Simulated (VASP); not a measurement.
# Au2Br (P6/mmm) in VASP: further runs

Au2Br is run at these levels: PBE; tasks: single point.

Program: VASP 6.6.1. These are calculated values, not measurements. Logs are shortened: lines on timing, memory, paths and dates and some standing lists are left out, and cuts for length are marked.

## Step 1: The cell of the first run

Symmetry: P6/mmm, No. 191, hexagonal system. Conventional cell: a = 4.055 Å, b = 4.055 Å, c = 4.378 Å, α = 90.00°, β = 90.00°, γ = 120.00°. Within 3.1 Å of Au (site symmetry -6m2) lie 3 Au at 2.34 Å. Br (site symmetry 6/mmm) has 12 Au at 3.21 Å and 6 Br at 4.05 Å within 4.2 Å.

## Step 2: Single point, PBE

The input, INCAR:

```
PREC = Accurate
ENCUT = 520
EDIFF = 1E-6
ISMEAR = 0
SIGMA = 0.1
LREAL = F
LASPH = T
NELM = 60
ALGO = Normal
ISIF = 2
LWAVE = F
LCHARG = F
GGA = PE
NBANDS = 22
```

The input, KPOINTS:

```
regular mesh
0
Gamma
  6 6 4
```

The input, POSCAR:

```
Au2Br
1.0
    4.0548060573      0.0000000000      0.0000000000
   -2.0274030286      3.5115650530      0.0000000000
    0.0000000000      0.0000000000      4.3781128525
Au Br
2 1
Direct
    0.3333333333      0.6666666667      0.5000000000
    0.6666666667      0.3333333333      0.5000000000
    0.0000000000      0.0000000000      0.0000000000
```

Potentials or basis: VASP PAW PBE potentials, release 64 (Au, Br).

Command:

```bash
> cat potpaw_PBE.64/Au/POTCAR potpaw_PBE.64/Br/POTCAR > POTCAR
> mpirun -np 1 vasp_std > vasp.out
```

OUTCAR:

```text
PREC = Accurate
   ENCUT = 520
   EDIFF = 1E-6
   ISMEAR = 0
   LREAL = F
   LASPH = T
   NELM = 60
   ISIF = 2
   GGA = PE

 ion  position               nearest neighbor table
   1  0.333  0.667  0.500-   2 2.34   2 2.34   2 2.34
   2  0.667  0.333  0.500-   1 2.34   1 2.34   1 2.34
   3  0.000  0.000  0.000-

  LATTYP: Found a hexagonal cell.
 ALAT       =     4.0548060573
 C/A-ratio  =     1.0797342193

  Lattice vectors:

 A1 = (   4.0548060573,   0.0000000000,   0.0000000000)
 A2 = (  -2.0274030286,   3.5115650530,   0.0000000000)
 A3 = (   0.0000000000,   0.0000000000,   4.3781128525)

Analysis of symmetry for initial positions (statically):
=====================================================================
 Subroutine PRICEL returns:
 Original cell was already a primitive cell.

 Routine SETGRP: Setting up the symmetry group for a
 hexagonal supercell.

 Subroutine GETGRP returns: Found 24 space group operations
 (whereof 24 operations were pure point group operations)
 out of a pool of 24 trial point group operations.

The static configuration has the point symmetry D_6h.

Analysis of symmetry for dynamics (positions and initial velocities):
=====================================================================
 Subroutine PRICEL returns:
 Original cell was already a primitive cell.

 Routine SETGRP: Setting up the symmetry group for a
 hexagonal supercell.

 Subroutine GETGRP returns: Found 24 space group operations
 (whereof 24 operations were pure point group operations)
 out of a pool of 24 trial point group operations.

The dynamic configuration has the point symmetry D_6h.

 Subroutine INISYM returns: Found 24 space group operations
 (whereof 24 operations are pure point group operations),
 and found     1 'primitive' translations

----------------------------------------------------------------------------------------

                                     Primitive cell

  volume of cell :      62.3387

  direct lattice vectors                    reciprocal lattice vectors
     4.054806057  0.000000000  0.000000000     0.246620920  0.142386655  0.000000000
    -2.027403029  3.511565053  0.000000000     0.000000000  0.284773309  0.000000000
     0.000000000  0.000000000  4.378112853     0.000000000  0.000000000  0.228408914

  length of vectors
     4.054806057  4.054806057  4.378112853     0.284773309  0.284773309  0.228408914

  position of ions in fractional coordinates (direct lattice)
     0.333333333  0.666666667  0.500000000
     0.666666667  0.333333333  0.500000000
     0.000000000  0.000000000  0.000000000

  ion indices of the primitive-cell ions
   primitive index   ion index
                 1           1
                 2           2
                 3           3

----------------------------------------------------------------------------------------

 KPOINTS: regular mesh

Automatic generation of k-mesh.
 Grid dimensions read from file:
 generate k-points for:    6    6    4

 Generating k-lattice:

  Cartesian coordinates                     Fractional coordinates (reciprocal lattice)
     0.041103487  0.023731109  0.000000000     0.166666667  0.000000000  0.000000000
     0.000000000  0.047462218  0.000000000     0.000000000  0.166666667  0.000000000
     0.000000000  0.000000000  0.057102228     0.000000000  0.000000000  0.250000000

  Length of vectors
     0.047462218  0.047462218  0.057102228

  Shift w.r.t. Gamma in fractional coordinates (k-lattice)
     0.000000000  0.000000000  0.000000000

 Subroutine IBZKPT returns following result:
 ===========================================

 Found     21 irreducible k-points:

 Following reciprocal coordinates:
            Coordinates               Weight
  0.000000  0.000000  0.000000      1.000000
  0.166667 -0.000000  0.000000      6.000000
  0.333333 -0.000000  0.000000      6.000000
  0.500000 -0.000000  0.000000      3.000000
  0.166667  0.166667  0.000000      6.000000
  0.333333  0.166667  0.000000     12.000000
[... 13 lines left out ...]
  0.333333  0.166667  0.500000     12.000000
  0.333333  0.333333  0.500000      2.000000
   k-points           NKPTS =     21   k-points in BZ     NKDIM =     21   number of bands    NBANDS=     22
   number of dos      NEDOS =    301   number of ions     NIONS =      3
   total plane-waves  NPLWV =  32400
   dimension x,y,z NGX =    30 NGY =   30 NGZ =   36
   dimension x,y,z NGXF=    60 NGYF=   60 NGZF=   72
   ions per type =               2   1
   NGX,Y,Z   is equivalent  to a cutoff of  12.30, 12.30, 13.67 a.u.
   NGXF,Y,Z  is equivalent  to a cutoff of  24.60, 24.60, 27.34 a.u.
 SYSTEM =  unknown system
   PREC   = accura    normal or accurate (medium, high low for compatibility)
   ISTART =      0    job   : 0-new  1-cont  2-samecut
   ICHARG =      2    charge: 1-file 2-atom 10-const
   ISPIN  =      1    spin polarized calculation?
   LNONCOLLINEAR =      F non collinear calculations
   LSORBIT =      F    spin-orbit coupling
   LASPH  =      T    aspherical Exc in radial PAW
   ENCUT  =  520.0 eV  38.22 Ry    6.18 a.u.   7.54  7.54  8.14*2*pi/ulx,y,z
   NELM   =     60;   NELMIN=  2; NELMDL= -5     # of ELM steps
   EDIFF  = 0.1E-05   stopping-criterion for ELM
   LREAL  =      F    real-space projection
   EDIFFG = 0.1E-04   stopping-criterion for IOM
   NSW    =      0    number of steps for IOM
   IBRION =     -1    ionic relax: 0-MD 1-quasi-New 2-CG
   NFREE  =      0    steps in history (QN), initial steepest desc. (CG)
   ISIF   =      2    stress and relaxation
   ISYM   =      2    0-nonsym 1-usesym 2-fastsym
   POTIM  = 0.5000    time-step for ionic-motion
   TEBEG  =    0.0;   TEEND  =   0.0 temperature during run
   PSTRESS=    0.0 pullay stress
   NELECT =      29.0000    total number of electrons
   NUPDOWN=      -1.0000    fix difference up-down
   EMIN   =  10.00;   EMAX   =-10.00  energy-range for DOS
   EFERMI =   0.00;   METHOD = LEGACY
   ISMEAR =     0;   SIGMA  =   0.10  broadening in eV -4-tet -1-fermi 0-gaus
   EFERMI_NEDOS =   21; number of points for ismear=-14 and -15
   IALGO  =     38    algorithm
   IMIX   =      4    mixing-type and parameters
     AMIX     =   0.40;   BMIX     =  1.00
     AMIX_MAG =   1.60;   BMIX_MAG =  1.00
  volume/ion in A,a.u.               =      20.78       140.23
  Fermi-wavevector in a.u.,A,eV,Ry     =   1.268493  2.397105 21.892805  1.609076
  Thomas-Fermi vector in A             =   2.401585
   LORBIT       =      0    0 simple, 1 ext, 2 COOP (PROOUT), +10 PAW based schemes
   GGA     = PE    functional components
   LHFCALC =     F    Hartree Fock is set to
   AEXX    =    0.0000 exact exchange contribution
   IVDW    =     0    specifies the selected vdW correction
   LEPSILON=     F    determine dielectric tensor
   LRPA    =     F    only Hartree local field effects (RPA)
 non-spin polarized calculation
 Gauss-broadening in eV      SIGMA  =   0.10
  energy-cutoff  :      520.00
  volume of cell :       62.34
 maximum number of plane-waves:      1696
   NGX = 15   NGY = 15   NGZ = 17

 number of electron      28.9999991 magnetization

 Free energy of the ion-electron system (eV)
  ---------------------------------------------------
  ext. energy  EPLUGINS =         0.00000000
  ---------------------------------------------------
  free energy    TOTEN  =        -4.84648612 eV

  energy without entropy =       -4.83692875  energy(sigma->0) =       -4.84170743

 E-fermi :   6.0198     XC(G=0): -10.9382

 val. band max:        5.9955902398   @ k =   0.1667   0.1667   0.2500
 cond. band min:       6.0951366995   @ k =   0.3333  -0.0000   0.2500
 fundamental gap:      0.0995464597
 Fermi energy:         6.0198260701

 k-point     1 :       0.0000    0.0000    0.0000
  band No.  band energies     occupation
      1      -9.3352      2.00000
      2      -1.5098      2.00000
      3       0.9674      2.00000
      4       0.9674      2.00000
      5       1.0139      2.00000
      6       1.0139      2.00000
[... 14 lines left out ...]
     21      18.0585      0.00000
     22      18.0586      0.00000

 k-point     2 :       0.1667   -0.0000    0.0000
  band No.  band energies     occupation
      1      -9.2484      2.00000
      2      -1.3919      2.00000
      3       0.1520      2.00000
      4       0.1775      2.00000
      5       0.8892      2.00000
      6       0.9546      2.00000
[... 14 lines left out ...]
     21      17.5566      0.00000
     22      18.0870      0.00000

 k-point     3 :       0.3333   -0.0000    0.0000
  band No.  band energies     occupation
      1      -9.0711      2.00000
      2      -1.2483      2.00000
      3      -0.3775      2.00000
      4      -0.3435      2.00000
      5       0.5451      2.00000
      6       0.6748      2.00000
[... 14 lines left out ...]
     21      17.0833      0.00000
     22      18.0928      0.00000

 k-point     4 :       0.5000   -0.0000    0.0000
  band No.  band energies     occupation
      1      -8.9806      2.00000
      2      -1.1176      2.00000
      3      -0.6895      2.00000
      4      -0.5716      2.00000
      5       0.3317      2.00000
      6       0.5802      2.00000
[... 14 lines left out ...]
     21      18.1674      0.00000
     22      18.9182      0.00000

 k-point     5 :       0.1667    0.1667    0.0000
  band No.  band energies     occupation
      1      -9.1167      2.00000
      2      -1.3001      2.00000
      3      -0.3636      2.00000
      4      -0.0650      2.00000
      5       0.3811      2.00000
      6       1.1175      2.00000
[... 14 lines left out ...]
     21      16.8060      0.00000
     22      17.8205      0.00000

 k-point     6 :       0.3333    0.1667    0.0000
  band No.  band energies     occupation
      1      -8.9842      2.00000
      2      -1.3170      2.00000
      3      -0.5442      2.00000
      4      -0.2831      2.00000
      5      -0.0166      2.00000
      6       0.8877      2.00000
[... 14 lines left out ...]
     21      16.7530      0.00000
     22      19.3612      0.00000

 k-point     7 :       0.3333    0.3333    0.0000
  band No.  band energies     occupation
      1      -8.9433      2.00000
      2      -1.4449      2.00000
      3      -0.2921      2.00000
      4      -0.2921      2.00000
      5      -0.2452      2.00000
      6       1.1354      2.00000
[... 249 lines left out ...]
      6       0.7497      2.00000
[... 14 lines left out ...]
     21      17.6986      0.00000
     22      18.3472      0.00000

 k-point    18 :       0.5000   -0.0000    0.5000
  band No.  band energies     occupation
      1      -8.9193      2.00000
      2      -1.3208      2.00000
      3      -0.5519      2.00000
      4      -0.2336      2.00000
      5       0.0810      2.00000
      6       1.1184      2.00000
[... 14 lines left out ...]
     21      18.6248      0.00000
     22      20.3814      0.00000

 k-point    19 :       0.1667    0.1667    0.5000
  band No.  band energies     occupation
      1      -8.9928      2.00000
      2      -1.4484      2.00000
      3      -0.8939      2.00000
      4      -0.0401      2.00000
      5       0.3889      2.00000
      6       0.6497      2.00000
[... 14 lines left out ...]
     21      17.5880      0.00000
     22      18.1434      0.00000

 k-point    20 :       0.3333    0.1667    0.5000
  band No.  band energies     occupation
      1      -8.9201      2.00000
      2      -1.5126      2.00000
      3      -0.4609      2.00000
      4      -0.2472      2.00000
      5       0.2573      2.00000
      6       0.8037      2.00000
[... 14 lines left out ...]
     21      18.1889      0.00000
     22      20.0788      0.00000

 k-point    21 :       0.3333    0.3333    0.5000
  band No.  band energies     occupation
      1      -8.8964      2.00000
      2      -1.7883      2.00000
      3      -0.1838      2.00000
      4      -0.1838      2.00000
      5       0.6152      2.00000
      6       0.8354      2.00000
[... 14 lines left out ...]
     21      19.5510      0.00000
     22      19.8550      0.00000

------------------------ aborting loop because EDIFF is reached ----------------------------------------

  FORCE on cell =-STRESS in cart. coord.  units (eV):
  Direction    XX          YY          ZZ          XY          YZ          ZX
  --------------------------------------------------------------------------------------
  -------------------------------------------------------------------------------------
  Total       17.5227487     17.5227487      1.9703474      0.0000000      0.0000000      0.0000000
  in kB      450.3550721    450.3550721     50.6402260      0.0000000      0.0000000      0.0000000
  external PRESSURE =     317.1167901 kB  Pullay stress =       0.0000000 kB

 VOLUME and BASIS-vectors are now :
 -----------------------------------------------------------------------------
  energy-cutoff  :      520.00
  volume of cell :       62.34
      direct lattice vectors                 reciprocal lattice vectors
     4.054806057  0.000000000  0.000000000     0.246620920  0.142386655  0.000000000
    -2.027403029  3.511565053  0.000000000     0.000000000  0.284773309  0.000000000
     0.000000000  0.000000000  4.378112853     0.000000000  0.000000000  0.228408914

 POSITION                                       TOTAL-FORCE (eV/Angst)
 -----------------------------------------------------------------------------------
     -0.00000      2.34104      2.18906        -0.000000     -0.000000     -0.000000
      2.02740      1.17052      2.18906         0.000000      0.000000      0.000000
      0.00000      0.00000      0.00000         0.000000      0.000000      0.000000
 -----------------------------------------------------------------------------------
    total drift:                                0.000000     -0.000000      0.000000

  FREE ENERGIE OF THE ION-ELECTRON SYSTEM (eV)
  ---------------------------------------------------
  free  energy   TOTEN  =        -4.8464861189 eV

  energy  without entropy=       -4.8369287492  energy(sigma->0) =       -4.84170743
```

It took 41 s on 1 thread of Oxide Virtual Turin-like, shared host; peak memory 0.15 GiB.

Results:

- Free energy: -4.8465 eV
- Pressure: 31.7 GPa

Stress tensor (GPa, compression positive):
```
45.04  0.00  0.00
 0.00 45.04  0.00
 0.00  0.00  5.06
```

Levels at points of the mesh, in eV from the Fermi level:
| k point | band 13 | band 14 | band 15 | band 16 | band 17 | band 18 |
| --- | --- | --- | --- | --- | --- | --- |
| (0.00, 0.00, 0.00) | -2.26 | -1.57 | -1.57 | 6.50 | 6.60 | 6.60 |
| (0.50, 0.00, 0.00) | -1.53 | -1.34 | -0.97 | 1.80 | 5.47 | 5.87 |
| (0.00, 0.00, 0.50) | -0.82 | -0.82 | 0.32 | 2.08 | 8.81 | 8.81 |
| (0.50, 0.00, 0.50) | -1.65 | -1.57 | 0.18 | 2.11 | 3.68 | 4.72 |

Caveat: spin-orbit coupling is left out, which moves the levels of the heavy elements; an odd number of electrons without spin polarisation forces a metal; a magnetic or distorted state may lie lower.

## Step 3: Single point, PBE

This run uses another cell than the first one, of 23.15 Å³/atom, 1.114 times its volume.

The input, INCAR:

```
SYSTEM = Au2Br
PREC = Accurate ; ENCUT = 520
EDIFF = 1E-7 ; ISMEAR = 0
SIGMA = 0.1 ; LREAL = .FALSE.
LASPH = .TRUE. ; NELM = 100
ALGO = Normal ; ISIF = 2
LWAVE = .FALSE. ; LCHARG = .FALSE.
GGA = PE ; NBANDS = 22
```

The input, KPOINTS:

```
Automatic mesh
0
G
  6 6 4
  0 0 0
```

The input, POSCAR:

```
Au2Br
1.0
    4.6497269086      0.0000000000      0.0000000000
   -2.3248634543      4.0267816235      0.0000000000
    0.0000000000      0.0000000000      3.7093635305
Au Br
2 1
Direct
    0.3333333333      0.6666666667      0.5000000000
    0.6666666667      0.3333333333      0.5000000000
    0.0000000000      0.0000000000      0.0000000000
```

Potentials or basis: VASP PAW PBE potentials, release 64 (Au, Br).

Command:

```bash
> cat potpaw_PBE.64/Au/POTCAR potpaw_PBE.64/Br/POTCAR > POTCAR
> mpirun -np 1 vasp_std > vasp.out
```

Wall time 49 s (1 thread of Oxide Virtual Turin-like, shared host); peak memory 0.16 GiB.

The run converged. Its results:

```yaml
Free_energy: -6.7522 eV
Pressure: 0.0 GPa
```

Stress tensor (GPa, compression positive):
```
 0.01  0.00  0.00
 0.00  0.01  0.00
 0.00  0.00 -0.09
```

Levels at points of the mesh, in eV from the Fermi level:
```
           k point  band 12  band 13  band 14  band 15  band 16  band 17  band 18  band 19
(0.00, 0.00, 0.00)    -2.08    -2.08    -1.24    -1.24     4.50     4.50     5.42     7.54
(0.50, 0.00, 0.00)    -1.80    -1.57    -1.09    -0.80     1.55     5.83     6.91     7.86
(0.00, 0.00, 0.50)    -1.65    -0.89    -0.89     0.15     1.52     7.05     7.05     7.33
(0.50, 0.00, 0.50)    -1.75    -1.71    -1.25    -0.39     2.24     3.40     4.05     5.70
```

Caveat: the k points lie up to 0.42 Å⁻¹ apart; spin-orbit coupling is left out, which moves the levels of the heavy elements; an odd number of electrons without spin polarisation forces a metal; a magnetic or distorted state may lie lower.
